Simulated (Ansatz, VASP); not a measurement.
**Mg2ZnO3 in VASP and in Ansatz**

```xyz
6
Lattice="3.0330 0.0000 0.0000 -1.5165 2.6267 0.0000 0.0000 0.0000 7.4033" Properties=species:S:1:pos:R:3 pbc="T T T"
Mg    0.0000    1.7511    4.9291
Mg    1.5165    0.8756    2.4742
Zn    0.0000    0.0000    0.0000
O     0.0863    1.6285    1.2730
O     1.5165    0.8756    6.1254
O     0.0000    0.0000    3.7017
```

Alike in both runs: task single point; functional LDA; k mesh 9 × 9 × 4; occupations gaussian, width 0.05 eV; no spin polarisation.

```csv
,VASP,Ansatz
version,VASP 6.6.1,Ansatz 0.2.0
potentials or method,"VASP PAW LDA potentials, release 64 (Mg, Zn, O), cutoff 520 eV","scalar-relativistic, plane waves, PAW"
valence electrons in the cell,34,50
```

Ansatz gave:

* gap on the k mesh at the Fermi level (eV): 2.74
* pressure (GPa): -11.3
* traceless stress, the component that is largest in VASP (GPa): 1.00
* rms of the force components (eV/Å): 0.171

Q: Estimate VASP's values.

A: gap on the k mesh at the Fermi level (eV): 2.74; pressure (GPa): -12.2; traceless stress, the component that is largest in VASP (GPa): 1.01; rms of the force components (eV/Å): 0.169.

LDA's correlation is that of Perdew and Zunger in VASP and of Perdew and Wang (1992) in Ansatz. Atom by atom the forces differ by 0.028 eV/Å (rms over components). VASP's potentials hold 34 valence electrons a cell and Ansatz's 50, so a difference there can come from the potentials and not from the codes.
